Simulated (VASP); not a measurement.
GaN: density of states with PBE

GaN:

```
CELL_PARAMETERS angstrom
3.75964 0.00000 0.00000
0.00000 3.75964 0.00000
0.00000 0.00000 3.81900
ATOMIC_POSITIONS crystal
Ga 0.00000 0.00000 0.50000
Ga 0.50000 0.50000 0.50000
N 0.50000 0.00000 0.67861
N 0.00000 0.50000 0.32139
```

* Program: VASP 6.6.1
* Task: density of states
* Functional: PBE
* Potentials or basis: VASP PAW PBE potentials, release 64 (Ga_d, N)
* Cutoff: 520 eV
* k mesh: 8 × 8 × 8
* Occupations: gaussian, width 0.02 eV
* Spin: no spin polarisation
* Dipole correction: no
* k mesh for the DOS: 12 × 12 × 12
* Occupations for the DOS: tetrahedron
* Further INCAR settings: ALGO = Normal; EDIFF = 1e-06; NBANDS = 26

```
Valence electrons inside the program's atomic spheres : Ga 11.71; N 3.69
```

Levels at points of the mesh, in eV from the valence-band top:
```csv
k point,band 14,band 15,band 16,band 17,band 18,band 19,band 20,band 21,band 22,band 23
"(0.00, 0.00, 0.00)",-4.87,-1.62,-0.99,-0.99,-0.72,0.83,1.21,4.93,9.17,11.28
"(0.50, 0.00, 0.00)",-4.95,-2.91,-2.91,-0.57,-0.57,4.30,4.30,6.37,6.37,9.96
"(0.50, 0.50, 0.00)",-7.36,-1.17,-1.17,-0.98,-0.98,5.36,5.36,7.73,7.73,9.01
"(0.00, 0.00, 0.50)",-4.57,-3.01,-2.07,-1.19,-1.19,1.78,3.97,5.69,5.79,10.06
"(0.50, 0.00, 0.50)",-5.51,-2.74,-2.74,-0.75,-0.75,3.09,3.09,7.82,7.82,8.69
"(0.50, 0.50, 0.50)",-6.84,-2.29,-2.29,-2.13,-2.13,6.21,6.21,7.65,7.65,8.13
```

Run time: 110 s on 1 thread of Intel(R) Xeon(R) 6975P-C (Granite Rapids) (shared host), peak memory 0.31 GiB.
